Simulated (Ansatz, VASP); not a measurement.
## Li7S in VASP and in Ansatz

```
CELL_PARAMETERS angstrom
2.98551 1.72369 5.44501
-2.98551 1.72369 5.44501
0.00000 -3.44737 5.44501
ATOMIC_POSITIONS crystal
Li 0.77813 0.27425 0.77813
Li 0.77813 0.77813 0.27425
Li 0.27425 0.77813 0.77813
Li 0.58538 0.09352 0.58538
Li 0.58538 0.58538 0.09352
Li 0.09352 0.58538 0.58538
Li 0.19158 0.19158 0.19158
S 0.51655 0.51655 0.51655
```

Alike in both runs: functional PBE; k mesh 6 × 6 × 6; occupations gaussian, width 0.1 eV; no spin polarisation.

Ansatz relaxed the structure, and its values are those at the end. VASP's run is a single point on that final structure, the one shown.

```csv
,VASP,Ansatz
version,VASP 6.6.1,Ansatz 0.2.0
potentials or method,"VASP PAW PBE potentials, release 64 (Li_sv, S), cutoff 520 eV","scalar-relativistic, plane waves, PAW"
valence electrons in the cell,27,27
```

Ansatz gave:

```
gap on the k mesh at the Fermi level (eV) : none
rms of the force components (eV/Å)        : 0.011
```

Problem. What did VASP give for the same quantities?

Solution. gap on the k mesh at the Fermi level (eV): none; rms of the force components (eV/Å): 0.010.

A gap of «none» marks a metal or a gap that the smearing closes. With one functional, cell and mesh, what is left measures potentials, basis and numerics.

Noted on VASP's run: the cutoff is under 1.25 times that of the potentials, so the pressure is a little rough.
